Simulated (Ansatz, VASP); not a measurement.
One calculation of Rh, two programs

INCAR

```
SYSTEM = Rh
  PREC = Accurate
  ENCUT = 500
  EDIFF = 1E-7
  ISMEAR = 0
  SIGMA = 0.1
  LREAL = .FALSE.
  LASPH = .TRUE.
  NELM = 120
  ALGO = Normal
  ISIF = 3
  LWAVE = .FALSE.
  LCHARG = .FALSE.
  GGA = RP
  IBRION = 2
  NSW = 100
  EDIFFG = -0.05
  GGA_COMPAT = .FALSE.
  NELMIN = 4
```

File KPOINTS:

```
regular mesh
0
G
  8 8 8
  0 0 0
```

The input POSCAR:

```
Rh
1.0
    0.0000000000      1.8978500000      1.8978500000
    1.8978500000      0.0000000000      1.8978500000
    1.8978500000      1.8978500000      0.0000000000
Rh
1
Direct
    0.0000000000      0.0000000000      0.0000000000
```

Input for Ansatz:

```yaml
crystal:
  lattice:
    - [0.0, 1.89785, 1.89785]
    - [1.89785, 0.0, 1.89785]
    - [1.89785, 1.89785, 0.0]
  atoms:
    - { symbol: Rh, position: [0.0, 0.0, 0.0] }
basis:
  ecutwfc: 420
kpoints:
  mp_grid: { grid: [8, 8, 8] }
hamiltonian:
  xc: rpbe
scf:
  occupations: { method: gaussian, width: 0.1 }
output:
  forces: true
  stress: true
  eigenvalues: true
relax:
  adjacent_minimum: "off"
  f_tol: 0.05
  max_steps: 80
  cell: { stress_tol: 0.5 }
```

Alike in both runs: task relaxation of cell and atoms; functional RPBE; k mesh 8 × 8 × 8; occupations gaussian, width 0.1 eV; no spin polarisation.

```csv
,VASP,Ansatz
version,VASP 6.6.1,Ansatz 0.2.0
potentials or method,"VASP PAW PBE potentials, release 64 (Rh_pv), cutoff 500 eV","scalar-relativistic, plane waves, PAW"
valence electrons in the cell,15,17
```

|  | VASP | Ansatz | Ansatz less VASP |
| --- | --- | --- | --- |
| gap on the k mesh at the Fermi level, each at its own relaxed structure (eV) | none | none | - |
| relaxed volume (Å³/atom) | 14.39 | 14.35 | -0.043 |
| relaxed cell length with the largest relative difference (Å) | 2.730 | 2.728 | -0.0027 |

VASP's potentials were made for PBE, not for RPBE. A gap of «none» marks a metal or a gap that the smearing closes. VASP's potentials hold 15 valence electrons a cell and Ansatz's 17, so a difference there can come from the potentials and not from the codes.
